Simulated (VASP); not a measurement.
# BN (I4/mmm) in VASP: single point with r2SCAN

Aim: the single point of BN with r2SCAN.

Program: VASP 6.6.1. These are calculated values, not measurements. Logs are shortened: lines on timing, memory, paths and dates and some standing lists are left out, and cuts for length are marked.

## Step 1: The cell of the first run

It takes space group I4/mmm (No. 139, tetragonal). The conventional cell has a = 2.348 Å, b = 2.348 Å, c = 3.783 Å, α = 90.00°, β = 90.00°, γ = 90.00°. Within 2.2 Å of B (site symmetry 4/mmm) lie 6 N at 1.66 to 1.89 Å. N (site symmetry 4/mmm) has 6 B at 1.66 to 1.89 Å within 2.2 Å.

## Step 2: Single point, r2SCAN (epitaxial xy strain -4.9%)

Input file POSCAR:

```
BN
1.0
    0.0000000000      1.6606296293      1.8912893641
    1.6606296293      0.0000000000      1.8912893641
    1.6606296293      1.6606296293      0.0000000000
B N
1 1
Direct
    0.0000000000      0.0000000000      0.0000000000
    0.5000000000      0.5000000000      0.5000000000
```

Input file INCAR.step1:

```
PREC = Accurate ; ENCUT = 660
ISMEAR = -1 ; SIGMA = 0.02
LREAL = F ; LASPH = T
NELM = 120 ; NBANDS = 11
GGA = PE ; ALGO = Normal
EDIFF = 1E-5 ; LWAVE = T
LCHARG = F ; GGA_COMPAT = F
```

Input file INCAR.step2:

```
PREC = Accurate ; ENCUT = 660
EDIFF = 1E-6 ; ISMEAR = -1
SIGMA = 0.02 ; LREAL = F
LASPH = T ; NELM = 120
ALGO = Normal ; ISIF = 2
LWAVE = F ; LCHARG = F
METAGGA = R2SCAN ; LMIXTAU = T
NBANDS = 11 ; ISTART = 1
GGA_COMPAT = F
```

Input file KPOINTS:

```
regular mesh
0
Gamma
  12 12 12
```

Potentials or basis: VASP PAW PBE potentials, release 64 (B, N).

On the command line:

```console
$ cat potpaw_PBE.64/B/POTCAR potpaw_PBE.64/N/POTCAR > POTCAR
$ cp INCAR.step1 INCAR
$ mpirun -np 1 vasp_std > vasp.out
$ cp INCAR.step2 INCAR
$ mpirun -np 1 vasp_std > vasp.out
```

OUTCAR:

```text
PREC = Accurate
   ENCUT = 660
   EDIFF = 1E-6
   ISMEAR = -1
   LREAL = F
   LASPH = T
   NELM = 120
   ISIF = 2
   METAGGA = R2SCAN
   ISTART = 1

 ion  position               nearest neighbor table
   1  0.000  0.000  0.000-   2 1.66   2 1.66   2 1.66   2 1.66   2 1.89   2 1.89
   2  0.500  0.500  0.500-   1 1.66   1 1.66   1 1.66   1 1.66   1 1.89   1 1.89

  LATTYP: Found a body centered tetragonal cell.
 ALAT       =     2.3484849438
 C/A-ratio  =     1.6106463608

  Lattice vectors:

 A1 = (  -1.6606296293,   0.0000000000,   1.8912893641)
 A2 = (   1.6606296293,   0.0000000000,   1.8912893641)
 A3 = (   0.0000000000,   1.6606296293,  -1.8912893641)

Analysis of symmetry for initial positions (statically):
=====================================================================
 Subroutine PRICEL returns:
 Original cell was already a primitive cell.

 Routine SETGRP: Setting up the symmetry group for a
 body centered tetragonal supercell.

 Subroutine GETGRP returns: Found 16 space group operations
 (whereof 16 operations were pure point group operations)
 out of a pool of 16 trial point group operations.

The static configuration has the point symmetry D_4h.

Analysis of symmetry for dynamics (positions and initial velocities):
=====================================================================
 Subroutine PRICEL returns:
 Original cell was already a primitive cell.

 Routine SETGRP: Setting up the symmetry group for a
 body centered tetragonal supercell.

 Subroutine GETGRP returns: Found 16 space group operations
 (whereof 16 operations were pure point group operations)
 out of a pool of 16 trial point group operations.

The dynamic configuration has the point symmetry D_4h.

 Subroutine INISYM returns: Found 16 space group operations
 (whereof 16 operations are pure point group operations),
 and found     1 'primitive' translations

----------------------------------------------------------------------------------------

                                     Primitive cell

  volume of cell :      10.4312

  direct lattice vectors                    reciprocal lattice vectors
     0.000000000  1.660629629  1.891289364    -0.301090617  0.301090617  0.264369911
     1.660629629  0.000000000  1.891289364     0.301090617 -0.301090617  0.264369911
     1.660629629  1.660629629  0.000000000     0.301090617  0.301090617 -0.264369911

  length of vectors
     2.516876283  2.516876283  2.348484944     0.501201126  0.501201126  0.501201126

[... 87 lines left out ...]
   ISYM   =      2    0-nonsym 1-usesym 2-fastsym
   POTIM  = 0.5000    time-step for ionic-motion
   TEBEG  =    0.0;   TEEND  =   0.0 temperature during run
   PSTRESS=    0.0 pullay stress
   NELECT =       8.0000    total number of electrons
   NUPDOWN=      -1.0000    fix difference up-down
   EMIN   =  10.00;   EMAX   =-10.00  energy-range for DOS
   EFERMI =   0.00;   METHOD = LEGACY
   ISMEAR =    -1;   SIGMA  =   0.02  broadening in eV -4-tet -1-fermi 0-gaus
   EFERMI_NEDOS =   21; number of points for ismear=-14 and -15
   IALGO  =     38    algorithm
   IMIX   =      4    mixing-type and parameters
     AMIX     =   0.40;   BMIX     =  1.00
     AMIX_MAG =   1.60;   BMIX_MAG =  1.00
  volume/ion in A,a.u.               =       5.22        35.20
  Fermi-wavevector in a.u.,A,eV,Ry     =   1.498512  2.831778 30.552415  2.245539
  Thomas-Fermi vector in A             =   2.610262
   LORBIT       =      0    0 simple, 1 ext, 2 COOP (PROOUT), +10 PAW based schemes
   METAGGA = R2SCAN    functional components
   LHFCALC =     F    Hartree Fock is set to
   AEXX    =    0.0000 exact exchange contribution
   IVDW    =     0    specifies the selected vdW correction
   LEPSILON=     F    determine dielectric tensor
   LRPA    =     F    only Hartree local field effects (RPA)
 non-spin polarized calculation
  energy-cutoff  :      660.00
  volume of cell :       10.43
 maximum number of plane-waves:       412
 NGX is ok and might be reduce to    24
   NGX = 11   NGY = 11   NGZ =  9

 number of electron       8.0000000 magnetization

 Free energy of the ion-electron system (eV)
  ---------------------------------------------------
  ext. energy  EPLUGINS =         0.00000000
  ---------------------------------------------------
  free energy    TOTEN  =       -15.33955820 eV

  energy without entropy =      -15.33953404  energy(sigma->0) =      -15.33954612

 E-fermi :  11.3665     XC(G=0): -14.7725

 val. band max:       11.3350621223   @ k =   0.0000   0.0000   0.0000
 cond. band min:      11.4138599827   @ k =   0.5000   0.0000   0.5000
 fundamental gap:      0.0787978604
 Fermi energy:        11.3665438330

 k-point     1 :       0.0000    0.0000    0.0000
  band No.  band energies     occupation
      1     -13.4129      2.00000
      2       8.7729      2.00000
      3       8.7729      2.00000
      4      11.3351      1.65673
      5      19.9736      0.00000
      6      20.9908      0.00000
      7      26.5564      0.00000
      8      26.5564      0.00000
      9      28.9421      0.00000
     10      31.1941      0.00000
     11      31.1941      0.00000
[... 309 lines left out ...]
 k-point    24 :      -0.4167    0.1667    0.0000
  band No.  band energies     occupation
      1      -7.4749      2.00000
      2      -2.1455      2.00000
      3       4.9234      2.00000
      4       9.3841      2.00000
      5      17.6051      0.00000
      6      18.9510      0.00000
      7      20.7754      0.00000
      8      26.1696      0.00000
      9      35.3676      0.00000
     10      38.6107      0.00000
     11      42.6471      0.00000

 [... further k-points ...]

------------------------ aborting loop because EDIFF is reached ----------------------------------------

  FORCE on cell =-STRESS in cart. coord.  units (eV):
  Direction    XX          YY          ZZ          XY          YZ          ZX
  --------------------------------------------------------------------------------------
  -------------------------------------------------------------------------------------
  Total        1.8815239      1.8815239      0.0282542      0.0000000     -0.0000000     -0.0000000
  in kB      288.9926357    288.9926357      4.3397102      0.0000000     -0.0000000     -0.0000000
  external PRESSURE =     194.1083272 kB  Pullay stress =       0.0000000 kB

 VOLUME and BASIS-vectors are now :
 -----------------------------------------------------------------------------
  energy-cutoff  :      660.00
  volume of cell :       10.43
      direct lattice vectors                 reciprocal lattice vectors
     0.000000000  1.660629629  1.891289364    -0.301090617  0.301090617  0.264369911
     1.660629629  0.000000000  1.891289364     0.301090617 -0.301090617  0.264369911
     1.660629629  1.660629629  0.000000000     0.301090617  0.301090617 -0.264369911

 POSITION                                       TOTAL-FORCE (eV/Angst)
 -----------------------------------------------------------------------------------
      0.00000      0.00000      0.00000        -0.000000      0.000000     -0.000000
      1.66063      1.66063      1.89129         0.000000      0.000000      0.000000
 -----------------------------------------------------------------------------------
    total drift:                               -0.000000     -0.000000      0.000000

  FREE ENERGIE OF THE ION-ELECTRON SYSTEM (eV)
  ---------------------------------------------------
  free  energy   TOTEN  =       -15.3395582019 eV

  energy  without entropy=      -15.3395340358  energy(sigma->0) =      -15.33954612
```

Wall time 66 s (1 thread of Intel Xeon Platinum 8259CL at 2.50GHz (Skylake/Cascade Lake), shared host); peak memory 0.15 GiB.

Results:

| Quantity | Value |
| --- | --- |
| Free energy | -15.3396 eV |
| Pressure | 19.4 GPa |
| Band gap on the k mesh | 0.08 eV (least direct gap 4.20 eV) |

Stress tensor (GPa, compression positive):
```
28.90  0.00  0.00
 0.00 28.90  0.00
 0.00  0.00  0.43
```

Caveat: the cell differs from its parent crystal (epitaxial xy strain -4.9%); the cell stands under pressure; the PAW data sets were made with another functional, which shifts forces and pressure a little. A k mesh can miss the band edges.
